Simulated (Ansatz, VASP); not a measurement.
This is a calculation of Yb for VASP 6.6.1.

The input INCAR:

```
PREC = Accurate ; ENCUT = 520
EDIFF = 1E-7 ; ISMEAR = -1
SIGMA = 0.05 ; LREAL = F
LASPH = T ; NELM = 150
ALGO = Normal ; ISIF = 2
LWAVE = F ; LCHARG = T
ISPIN = 2 ; MAGMOM = 1
LORBIT = 11 ; LMAXMIX = 6
GGA = PE ; LELF = T
LVHAR = T ; NBANDS = 22
```

File KPOINTS:

```
regular mesh
0
Gamma
  9 9 9
```

Contents of POSCAR:

```
Yb
1.0
   -2.1370430817      2.1370430817      2.1370430817
    2.1370430817     -2.1370430817      2.1370430817
    2.1370430817      2.1370430817     -2.1370430817
Yb
1
Direct
    0.0000000000      0.0000000000      0.0000000000
```

Potentials or basis: VASP PAW PBE potentials, release 64 (Yb).

Run with:

```sh
$ cat potpaw_PBE.64/Yb/POTCAR > POTCAR
$ mpirun -np 1 vasp_std > vasp.out
```

Task: Set up the same calculation for Ansatz 0.2.0. Potentials there: all-electron LAPW, scalar-relativistic.

Result: As run (the cutoff follows the program's own potentials):

Contents of input.yaml:

```yaml
crystal:
  lattice:
    - [-2.1370430817, 2.1370430817, 2.1370430817]
    - [2.1370430817, -2.1370430817, 2.1370430817]
    - [2.1370430817, 2.1370430817, -2.1370430817]
  atoms:
    - { symbol: Yb, position: [0.0, 0.0, 0.0], spin: 1.0 }
kpoints:
  mp_grid: { grid: [9, 9, 9] }
scf:
  occupations: { method: fermi_dirac, width: 0.05 }
hamiltonian:
  xc: pbe
  pseudopotentials: { kind: all_electron, lapw: { basis_error: 0.0005 } }
magnetization:
  spin_polarized: true
output:
  forces: true
  stress: true
  eigenvalues: true
```

Potentials or basis: all-electron LAPW, scalar-relativistic.

The run is started by

```sh
$ ansatz run input.yaml --threads 2 --pin off --max-ram 5120MiB --backend cpu --events-out ev --progress --plain --runs-dir out
```

Both were run:

|  | VASP | Ansatz | Ansatz less VASP |
| --- | --- | --- | --- |
| gap on the k mesh at the Fermi level (eV) | none | none | - |
| pressure (GPa) | -3.1 | -1.9 | +1.17 |
| net moment per atom (μB) | 0.00 | 0.00 | -0.001 |

A gap of «none» marks a metal or a gap that the smearing closes. Ansatz ran all-electron here, and VASP with PAW potentials.

Neither program's run includes spin-orbit coupling. Noted on Ansatz's run: the open f shell may have settled in a state that isn't the lowest.
